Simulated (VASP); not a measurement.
Runs of VASP 6.6.1 on ScSi4O. The structure is that of space group F-43m (No. 216), or close to it. The cells are those of the table. 

```csv
task,spin,cell,k mesh,cutoff (eV),gap on the mesh (eV),pressure (GPa),moment (μB),largest force (eV/Å)
single point,"collinear, ferromagnetic start","a = 5.074 Å, angles 60.0°, 6 atoms",4 × 4 × 4,520,none,-6.8,0.00,(a)
single point,off,"a = 4.958 Å, angles 60.0°, 6 atoms",4 × 4 × 4,520,none,0.0,-,-
relaxation of cell and atoms,off,"relaxed from a = 5.074 Å, angles 60.0°, 6 atoms",4 × 4 × 4,600,none,0.0,-,0.01
single point,"collinear, ferromagnetic start","a = 4.958 Å, angles 60.0°, 6 atoms",4 × 4 × 4,520,none,0.0,0.00,-
single point,off,"a = 4.960 Å, angles 60.0°, 6 atoms",10 × 10 × 10,520,none,0.0,-,-
```

Alike in all rows: level PBE; potentials or basis VASP PAW PBE potentials, release 64 (Sc_sv, Si, O); smearing gaussian 0.1 eV.

**Question.** Fill in the values left out.

**Answer.** (a) 0.54.

Caveats: some runs use coarse meshes; an odd number of electrons without spin polarisation forces a metal (some runs); a magnetic or distorted state may lie lower (some runs).

A gap of «none» marks levels without a gap at the run's occupations.
